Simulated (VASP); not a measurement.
# CaO (sol) (Fm-3m) in VASP: a series of runs

CaO (sol) is run at these levels: PBEsol; tasks: single point, relaxation of cell and atoms.

Everything below comes from runs of VASP 6.6.1. Logs are shortened: lines on timing, memory, paths and dates and some standing lists are left out, and cuts for length are marked.

### 1 The cell of the first run

The structure is cubic, space group Fm-3m (No. 225). Conventional cell: a = 4.767 Å, b = 4.767 Å, c = 4.767 Å, α = 90.00°, β = 90.00°, γ = 90.00°. Within 3.1 Å of Ca (site symmetry m-3m) lie 6 O at 2.38 Å. O (site symmetry m-3m) has 6 Ca at 2.38 Å within 3.1 Å.

### 2 Single point, PBEsol

INCAR

```
  PREC = Accurate
  ENCUT = 600
  EDIFF = 1E-6
  ISMEAR = 0
  SIGMA = 0.1
  LREAL = False
  LASPH = True
  NELM = 120
  ALGO = Normal
  ISIF = 2
  LWAVE = False
  LCHARG = True
  GGA = PS
  LELF = True
  LVHAR = True
  NBANDS = 15
  GGA_COMPAT = False
```

KPOINTS

```
regular mesh
0
Gamma
  8 8 8
```

POSCAR

```
CaO
1.0
    0.0000000000      2.3835386696      2.3835386696
    2.3835386696      0.0000000000      2.3835386696
    2.3835386696      2.3835386696      0.0000000000
Ca O
1 1
Direct
    0.0000000000      0.0000000000      0.0000000000
    0.5000000000      0.5000000000      0.5000000000
```

Potentials or basis: VASP PAW PBE potentials, release 64 (Ca_sv, O).

Launch:

```bash
> cat potpaw_PBE.64/Ca_sv/POTCAR potpaw_PBE.64/O/POTCAR > POTCAR
> mpirun -np 1 vasp_std > vasp.out
```

OUTCAR:

```text
PREC = Accurate
   ENCUT = 600
   EDIFF = 1E-6
   ISMEAR = 0
   LREAL = False
   LASPH = True
   NELM = 120
   ISIF = 2
   GGA = PS

 ion  position               nearest neighbor table
   1  0.000  0.000  0.000-   2 2.38   2 2.38   2 2.38   2 2.38   2 2.38   2 2.38
   2  0.500  0.500  0.500-   1 2.38   1 2.38   1 2.38   1 2.38   1 2.38   1 2.38

  LATTYP: Found a face centered cubic cell.
 ALAT       =     4.7670773392

  Lattice vectors:

 A1 = (   0.0000000000,   2.3835386696,   2.3835386696)
 A2 = (   2.3835386696,   0.0000000000,   2.3835386696)
 A3 = (   2.3835386696,   2.3835386696,   0.0000000000)

Analysis of symmetry for initial positions (statically):
=====================================================================
 Subroutine PRICEL returns:
 Original cell was already a primitive cell.

 Routine SETGRP: Setting up the symmetry group for a
 face centered cubic supercell.

 Subroutine GETGRP returns: Found 48 space group operations
 (whereof 48 operations were pure point group operations)
 out of a pool of 48 trial point group operations.

The static configuration has the point symmetry O_h .

Analysis of symmetry for dynamics (positions and initial velocities):
=====================================================================
 Subroutine PRICEL returns:
 Original cell was already a primitive cell.

 Routine SETGRP: Setting up the symmetry group for a
 face centered cubic supercell.

 Subroutine GETGRP returns: Found 48 space group operations
 (whereof 48 operations were pure point group operations)
 out of a pool of 48 trial point group operations.

The dynamic configuration has the point symmetry O_h .

 Subroutine INISYM returns: Found 48 space group operations
 (whereof 48 operations are pure point group operations),
 and found     1 'primitive' translations

----------------------------------------------------------------------------------------

                                     Primitive cell

  volume of cell :      27.0830

  direct lattice vectors                    reciprocal lattice vectors
     0.000000000  2.383538670  2.383538670    -0.209772137  0.209772137  0.209772137
     2.383538670  0.000000000  2.383538670     0.209772137 -0.209772137  0.209772137
     2.383538670  2.383538670  0.000000000     0.209772137  0.209772137 -0.209772137

  length of vectors
     3.370832713  3.370832713  3.370832713     0.363335999  0.363335999  0.363335999

  position of ions in fractional coordinates (direct lattice)
     0.000000000  0.000000000  0.000000000
     0.500000000  0.500000000  0.500000000

  ion indices of the primitive-cell ions
   primitive index   ion index
                 1           1
[... 86 lines left out ...]
   EMIN   =  10.00;   EMAX   =-10.00  energy-range for DOS
   EFERMI =   0.00;   METHOD = LEGACY
   ISMEAR =     0;   SIGMA  =   0.10  broadening in eV -4-tet -1-fermi 0-gaus
   EFERMI_NEDOS =   21; number of points for ismear=-14 and -15
   IALGO  =     38    algorithm
   IMIX   =      4    mixing-type and parameters
     AMIX     =   0.40;   BMIX     =  1.00
     AMIX_MAG =   1.60;   BMIX_MAG =  1.00
  volume/ion in A,a.u.               =      13.54        91.38
  Fermi-wavevector in a.u.,A,eV,Ry     =   1.373671  2.595861 25.673800  1.886971
  Thomas-Fermi vector in A             =   2.499167
   LORBIT       =      0    0 simple, 1 ext, 2 COOP (PROOUT), +10 PAW based schemes
   GGA     = PS    functional components
   LHFCALC =     F    Hartree Fock is set to
   AEXX    =    0.0000 exact exchange contribution
   IVDW    =     0    specifies the selected vdW correction
   LEPSILON=     F    determine dielectric tensor
   LRPA    =     F    only Hartree local field effects (RPA)
 non-spin polarized calculation
 Gauss-broadening in eV      SIGMA  =   0.10
  energy-cutoff  :      600.00
  volume of cell :       27.08
 maximum number of plane-waves:       934
   NGX = 13   NGY = 13   NGZ = 13

 number of electron      15.9999997 magnetization

 Free energy of the ion-electron system (eV)
  ---------------------------------------------------
  ext. energy  EPLUGINS =         0.00000000
  ---------------------------------------------------
  free energy    TOTEN  =       -13.41322204 eV

  energy without entropy =      -13.41322204  energy(sigma->0) =      -13.41322204

 E-fermi :   2.7364     XC(G=0): -10.8590

 val. band max:        2.3353491223   @ k =   0.0000   0.0000   0.0000
 cond. band min:       5.8574239268   @ k =   0.5000   0.5000   0.0000
 fundamental gap:      3.5220748046
 Fermi energy:         2.7364237683

 k-point     1 :       0.0000    0.0000    0.0000
  band No.  band energies     occupation
      1     -34.9523      2.00000
      2     -15.7745      2.00000
      3     -15.7745      2.00000
      4     -15.7745      2.00000
      5     -13.1574      2.00000
      6       2.3353      2.00000
      7       2.3353      2.00000
      8       2.3353      2.00000
      9       7.0993      0.00000
     10       8.5856      0.00000
     11       8.5856      0.00000
     12       8.5856      0.00000
     13      10.1665      0.00000
     14      10.1665      0.00000
[... 401 lines left out ...]
      2     -16.7920      2.00000
      3     -16.0435      2.00000
      4     -15.9152      2.00000
      5     -12.1273      2.00000
      6       0.2027      2.00000
      7       1.1650      2.00000
      8       1.2291      2.00000
      9       9.1358      0.00000
     10       9.1993      0.00000
     11      11.2660      0.00000
     12      11.4685      0.00000
     13      12.7917      0.00000
     14      14.4415      0.00000
     15      16.4082      0.00000

 [... further k-points ...]

------------------------ aborting loop because EDIFF is reached ----------------------------------------

  FORCE on cell =-STRESS in cart. coord.  units (eV):
  Direction    XX          YY          ZZ          XY          YZ          ZX
  --------------------------------------------------------------------------------------
  -------------------------------------------------------------------------------------
  Total        0.0900993      0.0900993      0.0900993      0.0000000      0.0000000      0.0000000
  in kB        5.3300996      5.3300996      5.3300996      0.0000000      0.0000000      0.0000000
  external PRESSURE =       5.3300996 kB  Pullay stress =       0.0000000 kB

 VOLUME and BASIS-vectors are now :
 -----------------------------------------------------------------------------
  energy-cutoff  :      600.00
  volume of cell :       27.08
      direct lattice vectors                 reciprocal lattice vectors
     0.000000000  2.383538670  2.383538670    -0.209772137  0.209772137  0.209772137
     2.383538670  0.000000000  2.383538670     0.209772137 -0.209772137  0.209772137
     2.383538670  2.383538670  0.000000000     0.209772137  0.209772137 -0.209772137

 POSITION                                       TOTAL-FORCE (eV/Angst)
 -----------------------------------------------------------------------------------
      0.00000      0.00000      0.00000        -0.000000     -0.000000      0.000000
      2.38354      2.38354      2.38354         0.000000      0.000000     -0.000000
 -----------------------------------------------------------------------------------
    total drift:                                0.000000      0.000000      0.000000

  FREE ENERGIE OF THE ION-ELECTRON SYSTEM (eV)
  ---------------------------------------------------
  free  energy   TOTEN  =       -13.4132220445 eV

  energy  without entropy=      -13.4132220444  energy(sigma->0) =      -13.41322204
```

OSZICAR:

```text
N       E                     dE             d eps       ncg     rms          rms(c)
DAV:   1     0.132592653611E+03    0.13259E+03   -0.91282E+03   870   0.122E+03
DAV:   2    -0.896676463252E+01   -0.14156E+03   -0.13215E+03  1066   0.309E+02
DAV:   3    -0.147543883817E+02   -0.57876E+01   -0.57479E+01  1046   0.633E+01
DAV:   4    -0.149330216908E+02   -0.17863E+00   -0.17855E+00  1233   0.915E+00
DAV:   5    -0.149344897854E+02   -0.14681E-02   -0.14681E-02   983   0.823E-01    0.806E+00
DAV:   6    -0.135092096368E+02    0.14253E+01   -0.42442E+00   955   0.209E+01    0.350E+00
DAV:   7    -0.134299252665E+02    0.79284E-01   -0.35879E-01   982   0.635E+00    0.177E+00
DAV:   8    -0.134141949690E+02    0.15730E-01   -0.71906E-02  1101   0.290E+00    0.403E-01
DAV:   9    -0.134128816493E+02    0.13133E-02   -0.49100E-03   905   0.592E-01    0.102E-01
DAV:  10    -0.134132499023E+02   -0.36825E-03   -0.50153E-04  1017   0.258E-01    0.468E-02
DAV:  11    -0.134132226556E+02    0.27247E-04   -0.40547E-05  1194   0.895E-02    0.587E-03
DAV:  12    -0.134132220445E+02    0.61117E-06   -0.61676E-06  1039   0.269E-02
   1 F= -.13413222E+02 E0= -.13413222E+02  d E =-.341344E-10
```

stdout:

```text
POSCAR found type information on POSCAR CaO
 POSCAR found :  2 types and       2 ions
 scaLAPACK will be used
 -----------------------------------------------------------------------------
|                                                                             |
|                                                                             |
|     You enforced a specific xc type in the INCAR file but a different       |
|     I HOPE YOU KNOW WHAT YOU ARE DOING!                                     |
|                                                                             |
 -----------------------------------------------------------------------------

 LDA part: xc-table for (Slater+PW92), standard interpolation
 POSCAR, INCAR and KPOINTS ok, starting setup
 FFT: planning ... GRIDC
 FFT: planning ... GRID_SOFT
 FFT: planning ... GRID
 WAVECAR not read
 entering main loop
```

Run time: 15 s. Hardware: 1 thread of AMD EPYC 7R43 (Zen 3), shared host; peak memory 0.13 GiB.

What came out:

```
Free energy            : -13.4132 eV
Pressure               : 0.5 GPa
Band gap on the k mesh : 3.52 eV, indirect (least direct gap 3.89 eV)
```

Levels at points of the mesh, in eV from the valence-band top:
| k point | band 4 | band 5 | band 6 | band 7 | band 8 | band 9 | band 10 | band 11 | band 12 | band 13 |
| --- | --- | --- | --- | --- | --- | --- | --- | --- | --- | --- |
| (0.00, 0.00, 0.00) | -18.11 | -15.49 | 0.00 | 0.00 | 0.00 | 4.76 | 6.25 | 6.25 | 6.25 | 7.83 |
| (0.50, 0.00, 0.00) | -18.17 | -14.14 | -2.75 | -1.27 | -1.27 | 7.13 | 8.51 | 8.51 | 8.52 | 10.68 |
| (0.50, 0.50, 0.00) | -18.37 | -15.25 | -1.31 | -0.37 | -0.37 | 3.52 | 8.23 | 9.07 | 9.76 | 9.76 |

Caveat: the PAW data sets were made with another functional, which shifts forces and pressure a little. Expect the measured gap to be larger: semilocal functionals such as PBEsol lack the derivative discontinuity.

### 3 Single point, PBEsol

INCAR

```
SYSTEM = CaO
  ALGO = Normal
  EDIFF = 1E-6
  ENCUT = 600
  GGA = PS
  GGA_COMPAT = .FALSE.
  ISIF = 2
  ISMEAR = 0
  LASPH = .TRUE.
  LCHARG = .FALSE.
  LREAL = .FALSE.
  LWAVE = .FALSE.
  NBANDS = 15
  NELM = 120
  PREC = Accurate
  SIGMA = 0.02
```

KPOINTS

```
k-points
0
G
  8 8 8
  0 0 0
```

POSCAR

```
CaO
1.0
    0.0000000000      2.3832925546      2.3832925546
    2.3832925546      0.0000000000      2.3832925546
    2.3832925546      2.3832925546      0.0000000000
Ca O
1 1
Direct
    0.0000000000      0.0000000000      0.0000000000
    0.5000000000      0.5000000000      0.5000000000
```

Potentials or basis: VASP PAW PBE potentials, release 64 (Ca_sv, O).

Launch:

```bash
> cat potpaw_PBE.64/Ca_sv/POTCAR potpaw_PBE.64/O/POTCAR > POTCAR
> mpirun -np 1 vasp_std > vasp.out
```

OUTCAR:

```text
SYSTEM = CaO
   EDIFF = 1E-6
   ENCUT = 600
   GGA = PS
   ISIF = 2
   ISMEAR = 0
   LASPH = .TRUE.
   LREAL = .FALSE.
   NELM = 120
   PREC = Accurate

 ion  position               nearest neighbor table
   1  0.000  0.000  0.000-   2 2.38   2 2.38   2 2.38   2 2.38   2 2.38   2 2.38
   2  0.500  0.500  0.500-   1 2.38   1 2.38   1 2.38   1 2.38   1 2.38   1 2.38

  LATTYP: Found a face centered cubic cell.
 ALAT       =     4.7665851092

  Lattice vectors:

 A1 = (   0.0000000000,   2.3832925546,   2.3832925546)
 A2 = (   2.3832925546,   0.0000000000,   2.3832925546)
 A3 = (   2.3832925546,   2.3832925546,   0.0000000000)

Analysis of symmetry for initial positions (statically):
=====================================================================
 Subroutine PRICEL returns:
 Original cell was already a primitive cell.

 Routine SETGRP: Setting up the symmetry group for a
 face centered cubic supercell.

 Subroutine GETGRP returns: Found 48 space group operations
 (whereof 48 operations were pure point group operations)
 out of a pool of 48 trial point group operations.

The static configuration has the point symmetry O_h .
[... 174 lines left out ...]
      5     -13.1562      2.00000
      6       2.3372      2.00000
      7       2.3372      2.00000
      8       2.3372      2.00000
      9       7.1036      0.00000
     10       8.5881      0.00000
     11       8.5881      0.00000
     12       8.5881      0.00000
     13      10.1696      0.00000
     14      10.1696      0.00000
[... 401 lines left out ...]
      2     -16.7899      2.00000
      3     -16.0405      2.00000
      4     -15.9121      2.00000
      5     -12.1251      2.00000
      6       0.2041      2.00000
      7       1.1665      2.00000
      8       1.2304      2.00000
      9       9.1388      0.00000
     10       9.2023      0.00000
     11      11.2696      0.00000
     12      11.4727      0.00000
     13      12.7960      0.00000
     14      14.4464      0.00000
     15      16.4141      0.00000

 [... further k-points ...]

------------------------ aborting loop because EDIFF is reached ----------------------------------------

  FORCE on cell =-STRESS in cart. coord.  units (eV):
  Direction    XX          YY          ZZ          XY          YZ          ZX
  --------------------------------------------------------------------------------------
  -------------------------------------------------------------------------------------
  Total        0.0962077      0.0962077      0.0962077      0.0000000     -0.0000000      0.0000000
  in kB        5.6932251      5.6932251      5.6932251      0.0000000     -0.0000000      0.0000000
  external PRESSURE =       5.6932251 kB  Pullay stress =       0.0000000 kB

 VOLUME and BASIS-vectors are now :
 -----------------------------------------------------------------------------
  energy-cutoff  :      600.00
  volume of cell :       27.07
      direct lattice vectors                 reciprocal lattice vectors
     0.000000000  2.383292555  2.383292555    -0.209793799  0.209793799  0.209793799
     2.383292555  0.000000000  2.383292555     0.209793799 -0.209793799  0.209793799
     2.383292555  2.383292555  0.000000000     0.209793799  0.209793799 -0.209793799

 POSITION                                       TOTAL-FORCE (eV/Angst)
 -----------------------------------------------------------------------------------
      0.00000      0.00000      0.00000        -0.000000     -0.000000     -0.000000
      2.38329      2.38329      2.38329         0.000000      0.000000      0.000000
 -----------------------------------------------------------------------------------
    total drift:                                0.000000      0.000000      0.000000

  FREE ENERGIE OF THE ION-ELECTRON SYSTEM (eV)
  ---------------------------------------------------
  free  energy   TOTEN  =       -13.4131911370 eV

  energy  without entropy=      -13.4131911370  energy(sigma->0) =      -13.41319114
```

It took 15 s on 1 thread of AMD EPYC 7R43 (Zen 3), shared host; peak memory 0.13 GiB.

Results:

```yaml
Free_energy: -13.4132 eV
Pressure: 0.6 GPa
Band_gap_on_the_k_mesh: 3.52 eV, indirect (least direct gap 3.89 eV)
```

Caveat: the PAW data sets were made with another functional, which shifts forces and pressure a little. A k mesh can miss the band edges.

### 4 Relaxation of cell and atoms, PBEsol

INCAR

```
SYSTEM = CaO
  ALGO = Normal
  EDIFF = 1E-7
  EDIFFG = -0.002
  ENCUT = 600
  GGA = PS
  GGA_COMPAT = .FALSE.
  IBRION = 2
  ISIF = 3
  ISMEAR = 0
  LASPH = .TRUE.
  LCHARG = .FALSE.
  LREAL = .FALSE.
  LWAVE = .FALSE.
  NELM = 120
  NELMIN = 4
  NSW = 100
  PREC = Accurate
  SIGMA = 0.02
```

KPOINTS is that of step 3.

POSCAR

```
CaO
1.0
    0.0000000000      2.3835386696      2.3835386696
    2.3835386696      0.0000000000      2.3835386696
    2.3835386696      2.3835386696      0.0000000000
Ca O
1 1
Direct
    0.0000000000      0.0000000000      0.0000000000
    0.5000000000      0.5000000000      0.5000000000
```

Launch:

```bash
> cat potpaw_PBE.64/Ca_sv/POTCAR potpaw_PBE.64/O/POTCAR > POTCAR
> mpirun -np 1 vasp_std > vasp.out
```

Wall time 30 s (1 thread of AMD EPYC 7R43 (Zen 3), shared host); peak memory 0.14 GiB.

The run converged. Its results:

```
Free energy                            : -13.4135 eV
Relaxed volume                         : 13.61 Å³/atom
Relaxed cell                           : a = 3.376 Å, b = 3.376 Å, c = 3.376 Å, α = 60.00°, β = 60.00°, γ = 60.00°
Space group after relaxing (to 0.05 Å) : Fm-3m (No. 225)
Energy gained by relaxing              : 0.1 meV/atom
Ionic steps                            : 3
Pressure after relaxing                : 0.0 GPa
Band gap on the k mesh                 : 3.53 eV, indirect (least direct gap 3.90 eV)
```

The path:
```csv
step,energy change (eV),largest force (eV/Å),pressure (GPa),volume (Å³)
1,0.0000,0.0000,0.57,27.08
2,-0.0002,0.0000,-0.24,27.27
3,-0.0002,0.0000,0.00,27.22
```

Final structure:
```cif
data_structure
_symmetry_space_group_name_H-M 'P 1'
_symmetry_Int_Tables_number 1
_cell_length_a 3.3764
_cell_length_b 3.3764
_cell_length_c 3.3764
_cell_angle_alpha 60.000
_cell_angle_beta 60.000
_cell_angle_gamma 60.000
_cell_volume 27.22
loop_
_atom_site_label
_atom_site_type_symbol
_atom_site_fract_x
_atom_site_fract_y
_atom_site_fract_z
_atom_site_occupancy
Ca1 Ca 0.00000 0.00000 0.00000 1
O1 O 0.50000 0.50000 0.50000 1
```

Levels at points of the mesh, in eV from the valence-band top:
| k point | band 5 | band 6 | band 7 | band 8 | band 9 | band 10 | band 11 | band 12 |
| --- | --- | --- | --- | --- | --- | --- | --- | --- |
| (0.00, 0.00, 0.00) | -15.48 | 0.00 | 0.00 | 0.00 | 4.72 | 6.24 | 6.24 | 6.24 |
| (0.50, 0.00, 0.00) | -14.16 | -2.74 | -1.26 | -1.26 | 7.11 | 8.48 | 8.48 | 8.48 |
| (0.50, 0.50, 0.00) | -15.24 | -1.31 | -0.37 | -0.37 | 3.53 | 8.19 | 9.04 | 9.73 |

Caveat: the PAW data sets were made with another functional, which shifts forces and pressure a little.

(Part 1 of 2 ends here.)
